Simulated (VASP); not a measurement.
Write the native input for VASP 6.6.1 that does the following.

```
Task                   : single point
Functional             : PBE
Potentials or basis    : VASP PAW PBE potentials, release 64 (Cs_sv, Pb_d, Cl)
Cutoff                 : 520 eV
k mesh                 : 3 × 3 × 3
Occupations            : methfessel-paxton, width 0.1 eV
Spin                   : no spin polarisation
Dipole correction      : no
Further INCAR settings : ALGO = Normal; EDIFF = 1e-06; NBANDS = 30
```

The structure of CsPbCl3 lies in POSCAR:

```
CsPbCl3
1.0
    5.6050000000      0.0000000000      0.0000000000
    0.0000000000      5.6050000000      0.0000000000
    0.0000000000      0.0000000000      7.6050000000
Cs Pb Cl
1 1 3
Direct
    0.0000000000      0.0000000000      0.0000000000
    0.5000000000      0.5000000000      0.3685075608
    0.5000000000      0.5000000000      0.0000000000
    0.0000000000      0.5000000000      0.3685075608
    0.5000000000      0.0000000000      0.3685075608
```

The input as run:

INCAR

```
PREC     = Accurate       # precision mode
ENCUT    = 520            # plane-wave cutoff, eV
EDIFF    = 1E-6           # SCF threshold, eV
ISMEAR   = 1              # smearing method
SIGMA    = 0.1            # smearing width, eV
LREAL    = False          # projectors in reciprocal space
LASPH    = True           # aspherical terms in the spheres
NELM     = 60             # most SCF steps
ALGO     = Normal         # electronic algorithm
ISIF     = 2              # what is computed and relaxed
LWAVE    = False          # write WAVECAR
LCHARG   = False          # write CHGCAR
GGA      = PE             # functional
NBANDS   = 30             # bands
```

KPOINTS

```
regular mesh
0
Gamma
  3 3 3
```

Potentials or basis: VASP PAW PBE potentials, release 64 (Cs_sv, Pb_d, Cl).

Run with:

```bash
$ cat potpaw_PBE.64/Cs_sv/POTCAR potpaw_PBE.64/Pb_d/POTCAR potpaw_PBE.64/Cl/POTCAR > POTCAR
$ mpirun -np 1 vasp_std > vasp.out
```

Results of the run:

```
Largest force          : 0.346 eV/Å
Band gap on the k mesh : 3.78 eV, direct
```

Caveat: spin-orbit coupling is left out, which moves the levels of the heavy elements.

Run time: 72 s on 1 thread of Intel(R) Xeon(R) Platinum 8175M CPU @ 2.50GHz (Skylake/Cascade Lake), with other jobs on the host, peak memory 0.32 GiB.
